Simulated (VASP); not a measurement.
Set up this calculation in VASP 6.6.1, as the native input.

```yaml
Task: single point
Functional: PBEsol
Potentials_or_basis: VASP PAW PBE potentials, release 64 (Al)
Cutoff: 520 eV
k_mesh: 14 × 14 × 14
Occupations: fermi-dirac, width 0.05 eV
Spin: no spin polarisation
Dipole_correction: no
Further_INCAR_settings: ALGO = Normal; EDIFF = 1e-07; NBANDS = 8
```

The structure of Al lies in POSCAR:

```
Al
1.0
    0.0000000000      2.0506143701      2.0506143701
    2.0506143701      0.0000000000      2.0506143701
    2.0506143701      2.0506143701      0.0000000000
Al
1
Direct
    0.0000000000      0.0000000000      0.0000000000
```

This cell differs from its parent crystal: volume scaled by 1.04.

One way to write it, as run:

INCAR

```
  PREC = Accurate
  ENCUT = 520
  EDIFF = 1E-7
  ISMEAR = -1
  SIGMA = 0.05
  LREAL = F
  LASPH = T
  NELM = 60
  ALGO = Normal
  ISIF = 2
  LWAVE = F
  LCHARG = T
  GGA = PS
  LELF = T
  LVHAR = T
  NBANDS = 8
```

KPOINTS

```
Automatic mesh
0
Gamma
  14 14 14
```

Potentials or basis: VASP PAW PBE potentials, release 64 (Al).

Command:

```console
$ cat potpaw_PBE.64/Al/POTCAR > POTCAR
$ mpirun -np 1 vasp_std > vasp.out
```

Results of the run:

```
Pressure : -4.6 GPa
```

Caveat: the PAW data sets were made with another functional, which shifts forces and pressure a little.

Wall time 27 s on 1 thread of Intel Xeon 8259CL, with other jobs on the host, peak memory 0.11 GiB.
